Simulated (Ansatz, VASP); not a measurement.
**Two plane-wave programs on Au**

Contents of INCAR:

```
SYSTEM = Au
PREC = Accurate
ENCUT = 520
EDIFF = 1E-7
ISMEAR = 0
SIGMA = 0.15
LREAL = .False.
LASPH = .True.
NELM = 60
ALGO = Normal
ISIF = 2
LWAVE = .False.
LCHARG = .False.
GGA = PE
NBANDS = 12
```

The input KPOINTS:

```
regular mesh
0
Gamma
  20 20 20
  0 0 0
```

POSCAR

```
Au
1.0
    0.0000000000      1.8818600000      1.9636800000
    1.8818600000      0.0000000000      1.9636800000
    1.8818600000      1.8818600000      0.0000000000
Au
1
Direct
    0.0000000000      0.0000000000      0.0000000000
```

Input for Ansatz:

```yaml
crystal:
  lattice:
    - [0.0, 1.88186, 1.96368]
    - [1.88186, 0.0, 1.96368]
    - [1.88186, 1.88186, 0.0]
  atoms:
    - { symbol: Au, position: [0.0, 0.0, 0.0] }
basis:
  ecutwfc: 420
kpoints:
  mp_grid: { grid: [20, 20, 20] }
hamiltonian:
  xc: pbe
scf:
  occupations: { method: gaussian, width: 0.15 }
output:
  forces: true
  stress: true
  eigenvalues: true
```

Change from the starting cell: strain -0.080 along x and y, -0.040 along z, atoms carried along.

Alike in both runs: task single point; functional PBE; k mesh 20 × 20 × 20; occupations gaussian, width 0.15 eV; no spin polarisation.

|  | VASP | Ansatz |
| --- | --- | --- |
| version | VASP 6.6.1 | Ansatz 0.2.0 |
| potentials or method | VASP PAW PBE potentials, release 64 (Au), cutoff 520 eV | scalar-relativistic, plane waves, PAW |
| valence electrons in the cell | 11 | 19 |

|  | VASP | Ansatz | Ansatz less VASP |
| --- | --- | --- | --- |
| gap on the k mesh at the Fermi level (eV) | none | none | - |
| pressure (GPa) | 74.8 | 75.3 | +0.50 |
| traceless stress, the component that is largest in VASP (GPa) | -2.30 | -2.30 | -0.008 |

A gap of «none» marks a metal or a gap that the smearing closes. Both programs put the cell under a high pressure, so it lies far from rest at this level. With one functional, cell and mesh, what is left measures potentials, basis and numerics. VASP's potentials hold 11 valence electrons a cell and Ansatz's 19, so a difference there can come from the potentials and not from the codes.

Spin-orbit coupling is off throughout. Noted on VASP's run: the cell as given lies far from equilibrium.
